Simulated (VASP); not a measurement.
Here is a VASP 6.6.1 calculation.

INCAR

```
ALGO = Normal
EDIFF = 1E-6
EDIFFG = -0.01
ENCUT = 600
GGA = RE
IBRION = 2
ISIF = 3
ISMEAR = -1
LASPH = True
LCHARG = False
LREAL = False
LWAVE = False
NELM = 80
NSW = 60
PREC = Accurate
SIGMA = 0.05
```

The input KPOINTS:

```
k-points
0
Gamma
  9 9 4
```

POSCAR

```
MoS2
1.0
    3.2274645616      0.0000000000      0.0000000000
   -1.6137322808      2.7950663001      0.0000000000
    0.0000000000      0.0000000000      6.3124734200
Mo S
1 2
Direct
    0.0000000000      0.0000000000      0.5000000000
    0.6666666667      0.3333333333      0.7446806800
    0.3333333333      0.6666666667      0.2553193200
```

Potentials or basis: VASP PAW PBE potentials, release 64 (Mo_sv, S).

The run is started by

```sh
$ cat potpaw_PBE.64/Mo_sv/POTCAR potpaw_PBE.64/S/POTCAR > POTCAR
$ mpirun -np 1 vasp_std > vasp.out
```

Question: What does it give for the band gap on the k mesh?

Answer: Zero (band 13 reaches 5.27 eV, above the bottom of band 14 at 4.43 eV).

Question: What does it give for the relaxed cell?

Answer: a = 3.217 Å, b = 3.217 Å, c = 7.842 Å, α = 90.00°, β = 90.00°, γ = 120.00°.

The path:
```csv
step,energy change (eV),largest force (eV/Å),pressure (GPa),volume (Å³)
1,0.0000,0.3186,2.75,56.94
2,0.0170,0.7081,-4.28,59.67
3,-0.0130,0.1087,-0.23,58.01
4,-0.0171,0.1323,-0.07,58.01
5,-0.0216,0.1945,0.40,58.01
6,-0.0253,0.1664,0.49,58.32
7,-0.0350,0.0771,0.82,59.27
8,-0.0470,0.1247,1.67,61.17
9,-0.0368,0.6417,3.98,64.97
10,-0.0461,0.4116,2.98,63.08
11,-0.0470,0.4032,2.92,63.20
12,-0.0495,0.3806,2.71,63.56
13,-0.0540,0.3364,2.32,64.29
14,-0.0609,0.2560,1.61,65.74
15,-0.0677,0.1256,0.45,68.69
16,-0.0620,0.0271,-1.03,74.70
17,-0.0674,0.1190,0.12,70.70
18,-0.0673,0.1034,0.00,71.11
19,-0.0678,0.0874,-0.04,71.04
20,-0.0690,0.0380,-0.15,70.85
21,-0.0697,0.0609,-0.38,70.45
22,-0.0697,0.0396,-0.33,70.53
23,-0.0700,0.0055,-0.04,70.27
```

Caveat: the volume moved by over 15 % at a fixed basis, so the end points are rough; the PAW data sets were made with another functional, which shifts forces and pressure a little; this functional lacks dispersion, which binds the layers, so the pressure and a relaxed spacing across them are unreliable.
